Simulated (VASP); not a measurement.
Write the native input for VASP 6.6.1 that does the following.

```
Task                   : single point
Functional             : PBE
Dispersion             : D3(BJ)
Potentials or basis    : VASP PAW PBE potentials, release 64 (As)
Cutoff                 : 400 eV
k mesh                 : 12 × 12 × 1
Occupations            : gaussian, width 0.04 eV
Spin                   : no spin polarisation
Dipole correction      : yes
Further INCAR settings : ALGO = Normal; EDIFF = 1e-06; NBANDS = 12; NELMDL = -8
```

The structure of As lies in POSCAR:

```
As
1.0
    3.6093869210      0.0000000000      0.0000000000
   -1.8046934605      3.1258207657      0.0000000000
    0.0000000000      0.0000000000     22.5000000000
As
2
Direct
    0.3333333333      0.6666666667      0.5937970551
    0.0000000000      0.0000000000      0.6551642066
```

The input as run:

INCAR

```
SYSTEM = As
ALGO = Normal ; DIPOL = 0.5 0.5 0.624
EDIFF = 1E-6 ; ENCUT = 400
GGA = PE ; GGA_COMPAT = .False.
IDIPOL = 3 ; ISIF = 2
ISMEAR = 0 ; IVDW = 12
LASPH = .True. ; LCHARG = .True.
LDIPOL = .True. ; LELF = .True.
LREAL = .False. ; LVACPOTAV = .True.
LVHAR = .True. ; LWAVE = .False.
NBANDS = 12 ; NELM = 120
NELMDL = -8 ; PREC = Accurate
SIGMA = 0.04
```

KPOINTS

```
k-points
0
Gamma
  12 12 1
  0 0 0
```

Potentials or basis: VASP PAW PBE potentials, release 64 (As).

Run with:

```console
$ cat potpaw_PBE.64/As/POTCAR > POTCAR
$ mpirun -np 1 vasp_std > vasp.out
```

Results of the run:

The largest force is 0.177 eV/Å. The band gap on the k mesh is 1.68 eV, indirect (least direct gap 1.95 eV) and the dispersion energy per atom is -0.208 eV.

It took 100 s on 1 thread of AMD EPYC 7R13, with other jobs on the host, peak memory 0.25 GiB.
